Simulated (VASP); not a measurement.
Here is a VASP 6.6.1 calculation.

The input INCAR:

```
SYSTEM = Ge2Sb
ALGO = Normal
EDIFF = 1E-7
ENCUT = 520
GGA = PE
ISIF = 2
ISMEAR = 0
LASPH = .TRUE.
LCHARG = .FALSE.
LREAL = .FALSE.
LWAVE = .FALSE.
NBANDS = 24
NELM = 60
PREC = Accurate
SIGMA = 0.1
```

File KPOINTS:

```
k-points
0
G
  12 12 12
  0 0 0
```

POSCAR

```
Ge2Sb
1.0
    0.0000000000      3.4210894747      3.4210894747
    3.4210894747      0.0000000000      3.4210894747
    3.4210894747      3.4210894747      0.0000000000
Ge Sb
2 1
Direct
    0.2500000000      0.2500000000      0.2500000000
    0.7500000000      0.7500000000      0.7500000000
    0.0000000000      0.0000000000      0.0000000000
```

Potentials or basis: VASP PAW PBE potentials, release 64 (Ge_d, Sb).

Command:

```sh
$ cat potpaw_PBE.64/Ge_d/POTCAR potpaw_PBE.64/Sb/POTCAR > POTCAR
$ mpirun -np 1 vasp_std > vasp.out
```

Q: Predict the band gap on the k mesh.

A: Zero (an odd number of electrons rules out a gap without spin polarisation).

Q: Predict the pressure.

A: 0.0 GPa.

Caveat: spin-orbit coupling is left out, which moves the levels of the heavy elements.
